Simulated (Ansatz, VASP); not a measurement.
## WC in VASP and in Ansatz

```
CELL_PARAMETERS angstrom
2.84179 0.00000 0.00000
-1.42090 2.46107 0.00000
0.00000 0.00000 2.77174
ATOMIC_POSITIONS crystal
W 0.00000 0.00000 0.00000
C 0.66667 0.33333 0.50000
```

Change from the starting cell: volume scaled by 0.9405.

Alike in both runs: task single point; functional PBE; k mesh 14 × 14 × 13; occupations fermi-dirac, width 0.05 eV; no spin polarisation.

```csv
,VASP,Ansatz
version,VASP 6.6.1,Ansatz 0.2.0
potentials or method,"VASP PAW PBE potentials, release 64 (W_sv, C), cutoff 520 eV","all-electron LAPW, scalar-relativistic"
```

Ansatz gave:

| Quantity | Value |
| --- | --- |
| pressure (GPa) | 37.8 |
| traceless stress, the component that is largest in VASP (GPa) | 3.36 |

Task: What did VASP give for the same quantities?

Result: Pressure (GPa): 39.4; traceless stress, the component that is largest in VASP (GPa): 3.64.

Both programs put the cell under a high pressure, so it lies far from rest at this level. Ansatz ran all-electron here, and VASP with PAW potentials.

Spin-orbit coupling is off throughout.
